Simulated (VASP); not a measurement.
Runs of VASP 6.6.1 on MoSe. The structure is that of space group F-43m (No. 216), or close to it. The cells are those of the table. 

| cell | gap on the mesh (eV) | pressure (GPa) | moment (μB) |
| --- | --- | --- | --- |
| a = 4.475 Å, angles 60.0°, 2 atoms | none | -2.5 | 4.00 |
| a = 4.358 Å, angles 60.0°, 2 atoms | none | (b) | 4.00 |
| a = 4.560 Å, angles 60.0°, 2 atoms | none | (a) | 4.00 |
| a = 4.417 Å, angles 60.0°, 2 atoms | none | -0.9 | 4.00 |
| a = 4.668 Å, angles 60.0°, 2 atoms | none | -5.9 | 4.00 |

Alike in all rows: task single point; level PBE+U; potentials or basis VASP PAW PBE potentials, release 64 (Mo_sv, Se); spin collinear; Mo d U = 4.38 eV; k mesh 12 × 12 × 12; cutoff (eV) 520; smearing gaussian 0.1 eV.

Fill in the values left out.

(a) -4.3; (b) 1.1.

Caveats: the cell stands under tension (at least some runs).

A k mesh can miss the band edges, and the runs leave out spin-orbit coupling on Mo, Se.

A gap of «none» marks levels without a gap at the run's occupations.
